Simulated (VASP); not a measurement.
## Ta17N18 (a cell with a defect): single point with PBEsol

System: Ta17N18 (a cell with a defect).

```xyz
35
Lattice="7.7675 4.4846 0.0000 -7.7675 4.4846 0.0000 0.0000 0.0000 5.7918" Properties=species:S:1:pos:R:3 pbc="T T T"
Ta   -0.0052    0.0747    0.0230
Ta   -2.5160    4.4546    0.0231
Ta    2.5339    4.4455    0.0184
Ta   -5.1832    3.0012    1.4444
Ta    5.1713    2.9960    1.4444
Ta   -2.6236    1.4740    1.4444
Ta    2.6152    1.4867    1.4444
Ta   -0.0003    6.0272    1.4444
Ta   -0.0052    0.0747    2.8657
Ta   -2.5161    4.4547    2.8657
Ta    2.5340    4.4454    2.8704
Ta   -5.1813    2.9970    4.3403
Ta    0.0377    2.9866    7.2362
Ta    5.1691    2.9982    4.3403
Ta   -2.5552    1.4817    4.3403
Ta    2.5750    1.5362    4.3403
Ta   -0.0252    5.9690    4.3403
N    -5.7176    4.4995   -0.0275
N    -0.5325    4.5765    0.0365
N     4.5882    4.4822   -0.0053
N    -3.6086    2.7119   -0.0244
N     1.5780    2.6831    0.0280
N    -1.0079    7.2514   -0.0079
N    -1.0959    1.7345    0.0388
N    -3.5767    6.2081   -0.0050
N     1.5783    6.2502   -0.0227
N    -5.7176    4.4995    2.9163
N    -0.5325    4.5765    2.8523
N     4.5882    4.4822    2.8940
N    -3.6086    2.7120    2.9132
N     1.5780    2.6830    2.8608
N    -1.0079    7.2514    2.8967
N    -1.0959    1.7345    2.8500
N    -3.5767    6.2081    2.8938
N     1.5783    6.2501    2.9115
```

```
Program                : VASP 6.6.1
Task                   : single point
Functional             : PBEsol
Potentials or basis    : VASP PAW PBE potentials, release 64 (Ta_pv, N)
Cutoff                 : 520 eV
k mesh                 : 2 × 2 × 2
Occupations            : methfessel-paxton, width 0.1 eV
Spin                   : no spin polarisation
Dipole correction      : no
Further INCAR settings : LREAL = Auto; ALGO = Normal; EDIFF = 1e-06; NBANDS = 162
```

```json
{
 "Pressure": "-0.5 GPa",
 "Largest force": "0.983 eV/Å",
 "Band gap on the k mesh": "zero (an odd number of electrons rules out a gap without spin polarisation)"
}
```

Forces on the atoms (eV/Å):
```
Ta  -0.201 -0.429 -0.190
Ta  -0.357  0.277 -0.177
Ta   0.345 -0.042 -0.104
Ta   0.211 -0.061 -0.001
Ta   0.174 -0.065  0.001
Ta  -0.125 -0.041  0.000
Ta   0.195 -0.130  0.000
Ta   0.072  0.124  0.001
Ta  -0.201 -0.428  0.190
Ta  -0.357  0.276  0.178
Ta   0.344 -0.042  0.102
Ta   0.188 -0.028  0.000
Ta  -0.940  0.286  0.000
Ta   0.136 -0.134 -0.001
Ta   0.319 -0.029 -0.001
Ta  -0.112  0.544  0.000
Ta  -0.228 -0.303  0.000
N   -0.233 -0.017  0.246
N    0.256 -0.292  0.265
N   -0.329 -0.344 -0.095
N    0.095  0.215  0.212
N    0.443 -0.312  0.080
N   -0.103  0.338 -0.039
N    0.133  0.392  0.256
N    0.161  0.111 -0.078
N   -0.153  0.022  0.186
N   -0.233 -0.017 -0.245
N    0.255 -0.292 -0.266
N   -0.329 -0.344  0.096
N    0.095  0.215 -0.211
N    0.443 -0.312 -0.080
N   -0.103  0.337  0.039
N    0.133  0.392 -0.255
N    0.160  0.112  0.078
N   -0.153  0.022 -0.185
```

Stress tensor (GPa, compression positive):
```
-2.46  0.11  0.00
 0.11 -2.26  0.00
 0.00  0.00  3.32
```

Levels at points of the mesh, in eV from the Fermi level:
```csv
k point,band 135,band 136,band 137,band 138,band 139,band 140,band 141,band 142
"(0.00, 0.00, 0.00)",-1.33,-1.19,-0.56,-0.55,0.16,0.43,0.44,1.57
"(0.50, 0.00, 0.00)",-1.17,-0.91,-0.43,-0.07,0.25,0.53,0.68,1.50
"(0.00, 0.50, 0.00)",-1.14,-0.91,-0.42,-0.05,0.24,0.55,0.67,1.47
"(0.50, 0.50, 0.00)",-1.12,-0.92,-0.48,-0.03,0.14,0.59,0.68,1.47
"(0.00, 0.00, 0.50)",-0.88,-0.79,-0.46,-0.37,-0.18,-0.12,0.11,1.20
"(0.50, 0.00, 0.50)",-0.60,-0.52,-0.47,-0.26,-0.05,0.11,0.47,1.04
"(0.00, 0.50, 0.50)",-0.64,-0.51,-0.45,-0.25,-0.11,0.11,0.48,1.04
"(0.50, 0.50, 0.50)",-0.60,-0.50,-0.47,-0.27,-0.02,0.09,0.49,1.03
```

Wall time 41 min on 1 thread of Intel Xeon 8259CL, on a shared host, peak memory 0.72 GiB.

Caveat: the k points lie up to 0.54 Å⁻¹ apart, too coarse for converged energies and pressures of a metal; the PAW data sets were made with another functional, which shifts forces and pressure a little; spin-orbit coupling is left out, which moves the levels of the heavy elements; an odd number of electrons without spin polarisation forces a metal; a magnetic or distorted state may lie lower.
